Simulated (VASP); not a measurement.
Runs of VASP 6.6.1 on W. The structure is that of space group I4/mmm (No. 139), or close to it. The cells are those of the table. 

| cell | gap on the mesh (eV) | pressure (GPa) |
| --- | --- | --- |
| a = 2.731, b = 2.871 Å, angles 58.3, 63.4, 58.3°, 1 atom | none | 20.7 |
| a = 2.765, b = 2.871 Å, angles 58.7, 62.5, 58.7°, 1 atom | none | (a) |
| a = 3.018, b = 2.871 Å, angles 61.6, 56.8, 61.6°, 1 atom | none | -31.8 |
| a = 2.800, b = 2.871 Å, angles 59.2, 61.7, 59.2°, 1 atom | none | 2.2 |

Alike in all rows: task single point; level PBEsol; potentials or basis VASP PAW PBE potentials, release 64 (W_sv); no spin polarisation; k mesh 20 × 20 × 20; cutoff (eV) 520; smearing gaussian 0.15 eV.

Q: Fill in the values left out.

A: (a) 10.9.

Caveats: the PAW data sets were made with another functional, which shifts forces and pressure a little; spin-orbit coupling is left out, which moves the levels of the heavy elements.

A k mesh can miss the band edges, and the runs leave out spin-orbit coupling on W.

A gap of «none» marks levels without a gap at the run's occupations.
